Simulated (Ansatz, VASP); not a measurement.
## Two plane-wave programs on SnSe2

```xyz
3
Lattice="3.8110 0.0000 0.0000 -1.9055 3.3004 0.0000 0.0000 0.0000 6.1360" Properties=species:S:1:pos:R:3 pbc="T T T"
Sn    0.0000    0.0000    0.0000
Se    1.9055    1.1001    4.6081
Se    0.0000    2.2003    1.5279
```

Alike in both runs: functional HSE06; k mesh 5 × 5 × 3; occupations fermi-dirac, width 0.05 eV; no spin polarisation.

```csv
,VASP,Ansatz
version,VASP 6.6.1,Ansatz 0.2.0
potentials or method,"VASP PAW PBE potentials, release 64 (Sn_d, Se)",Ansatz PAW
plane-wave cutoff (eV),520,420
valence electrons in the cell,26,46
task,single point,projected density of states
```

|  | VASP | Ansatz | Ansatz less VASP |
| --- | --- | --- | --- |
| gap on the k mesh at the Fermi level (eV) | 1.53 | 1.53 | -0.004 |
| least direct gap on the mesh (eV) | 1.92 | 1.93 | +0.010 |
| pressure (GPa) | 2.7 | 2.9 | +0.12 |
| traceless stress, the component that is largest in VASP (GPa) | 0.87 | 0.87 | +0.007 |
| rms of the force components (eV/Å) | 0.136 | 0.144 | +0.0075 |

Atom by atom the forces differ by 0.007 eV/Å (rms over components). VASP's potentials hold 26 valence electrons a cell and Ansatz's 46, so a difference there can come from the potentials and not from the codes.

Noted on Ansatz's run: odd divisions of the mesh miss points on the zone boundary, where band edges often lie, so the gap on the mesh can be too wide.
